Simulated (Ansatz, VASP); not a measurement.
**Mg2NCl: VASP beside Ansatz**

```xyz
4
Lattice="1.6932 0.9776 6.1207 -1.6932 0.9776 6.1207 0.0000 -1.9552 6.1207" Properties=species:S:1:pos:R:3 pbc="T T T"
Cl    0.0000    0.0000    0.0000
Mg    0.0000    0.0000   14.2708
Mg    0.0000    0.0000    4.0914
N     0.0000    0.0000    9.1811
```

Alike in both runs: task single point; functional PBE; k mesh 9 × 9 × 9; occupations fermi-dirac, width 0.05 eV; no spin polarisation.

|  | VASP | Ansatz |
| --- | --- | --- |
| version | VASP 6.6.1 | Ansatz 0.2.0 |
| potentials or method | VASP PAW PBE potentials, release 64 (Cl, Mg, N) | Ansatz PAW |
| plane-wave cutoff (eV) | 520 | 420 |
| valence electrons in the cell | 16 | 32 |

|  | VASP | Ansatz | Ansatz less VASP |
| --- | --- | --- | --- |
| gap on the k mesh at the Fermi level (eV) | 1.83 | 1.88 | +0.041 |
| least direct gap on the mesh (eV) | 1.83 | 1.88 | +0.041 |
| pressure (GPa) | -4.9 | -4.6 | +0.33 |
| traceless stress, the component that is largest in VASP (GPa) | 0.57 | 0.66 | +0.091 |
| rms of the force components (eV/Å) | 0.113 | 0.094 | -0.0194 |

Atom by atom the forces differ by 0.019 eV/Å (rms over components). With one functional, cell and mesh, what is left measures potentials, basis and numerics. VASP's potentials hold 16 valence electrons a cell and Ansatz's 32, so a difference there can come from the potentials and not from the codes.

Noted on Ansatz's run: odd divisions of the mesh miss points on the zone boundary, where band edges often lie, so the gap on the mesh can be too wide.
